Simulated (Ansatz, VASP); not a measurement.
**C: VASP beside Ansatz**

INCAR

```
PREC = Accurate
ENCUT = 520
EDIFF = 1E-6
ISMEAR = 0
SIGMA = 0.05
LREAL = False
LASPH = True
NELM = 60
ALGO = Normal
ISIF = 2
LWAVE = False
LCHARG = False
GGA = PS
IVDW = 12
NBANDS = 11
```

The input KPOINTS:

```
Automatic mesh
0
Gamma
  15 15 15
```

The input POSCAR:

```
C
1.0
    1.2496570437      0.7214898306      3.3384014311
   -1.2496570437      0.7214898306      3.3384014311
    0.0000000000     -1.4429796611      3.3384014311
C
2
Direct
    0.1503118573      0.1828551861      0.1665835217
    0.8496881427      0.8171448139      0.8334164783
```

Input for Ansatz:

```yaml
crystal:
  lattice:
    - [1.2496570437, 0.7214898306, 3.3384014311]
    - [-1.2496570437, 0.7214898306, 3.3384014311]
    - [0.0, -1.4429796611, 3.3384014311]
  atoms:
    - { symbol: C, position: [0.1503118573, 0.1828551861, 0.1665835217] }
    - { symbol: C, position: [0.8496881427, 0.8171448139, 0.8334164783] }
basis:
  ecutwfc: 520.0
kpoints:
  mp_grid: { grid: [15, 15, 15] }
hamiltonian:
  xc: pbesol
  dispersion: d3bj
scf:
  occupations: { method: gaussian, width: 0.05 }
output:
  forces: true
  stress: true
  eigenvalues: true
```

Change from the starting cell: mode 5 frozen in at -0.040 Å, equal normal strain along x, y and z +0.0167.

Alike in both runs: task single point; functional PBEsol; dispersion D3(BJ); k mesh 15 × 15 × 15; occupations gaussian, width 0.05 eV; no spin polarisation.

|  | VASP | Ansatz |
| --- | --- | --- |
| version | VASP 6.6.1 | Ansatz 0.2.0 |
| potentials or method | VASP PAW PBE potentials, release 64 (C), cutoff 520 eV | scalar-relativistic, plane waves, PAW |
| valence electrons in the cell | 8 | 8 |

```tsv
	VASP	Ansatz	Ansatz less VASP
gap on the k mesh at the Fermi level (eV)	0.17	0.17	+0.001
least direct gap on the mesh (eV)	0.24	0.24	0.000
pressure (GPa)	-10.3	-10.9	-0.57
traceless stress, the component that is largest in VASP (GPa)	9.91	10.57	+0.653
rms of the force components (eV/Å)	2.297	2.287	-0.0097
```

VASP's potentials were made for PBE, not for PBEsol. Atom by atom the forces differ by 0.010 eV/Å (rms over components).
